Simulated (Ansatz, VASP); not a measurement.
# Two plane-wave programs on Ga7BSb8

```
B Sb Ga
1.0
     0.00000    6.11800    6.11800
     6.11800    0.00000    6.11800
     6.11800    6.11800    0.00000
B Sb Ga
1 8 7
Direct
  0.00000 0.00000 0.00000
  0.11434 0.11434 0.11434
  0.11434 0.11434 0.65697
  0.11434 0.65697 0.11434
  0.12426 0.62525 0.62525
  0.65697 0.11434 0.11434
  0.62525 0.12426 0.62525
  0.62525 0.62525 0.12426
  0.62525 0.62525 0.62525
  0.00111 0.00111 0.49889
  0.00111 0.49889 0.00111
  0.00111 0.49889 0.49889
  0.49889 0.00111 0.00111
  0.49889 0.00111 0.49889
  0.49889 0.49889 0.00111
  0.50000 0.50000 0.50000
```

Alike in both runs: functional PBE; k mesh 2 × 2 × 2; occupations fermi-dirac, width 0.02 eV; no spin polarisation.

Ansatz relaxed the structure, and its values are those at the end. VASP's run is a single point on that final structure, the one shown.

|  | VASP | Ansatz |
| --- | --- | --- |
| version | VASP 6.6.1 | Ansatz 0.2.0 |
| potentials or method | VASP PAW PBE potentials, release 64 (B, Sb, Ga_d) | plane waves, PAW |
| plane-wave cutoff (eV) | 420 | 420 |
| valence electrons in the cell | 134 | 214 |

Ansatz gave:

| Item | Value |
| --- | --- |
| gap on the k mesh at the Fermi level (eV) | none |
| rms of the force components (eV/Å) | 0.005 |

Problem. Estimate VASP's values.

Solution. gap on the k mesh at the Fermi level (eV): none; rms of the force components (eV/Å): 0.006.

A gap of «none» marks a metal or a gap that the smearing closes. The functional is the same, so the differences come from potentials, cutoffs and numerics. VASP's potentials hold 134 valence electrons a cell and Ansatz's 214, so a difference there can come from the potentials and not from the codes.

The k mesh is coarse, so the values compare programs but aren't converged. Spin-orbit coupling is off throughout.
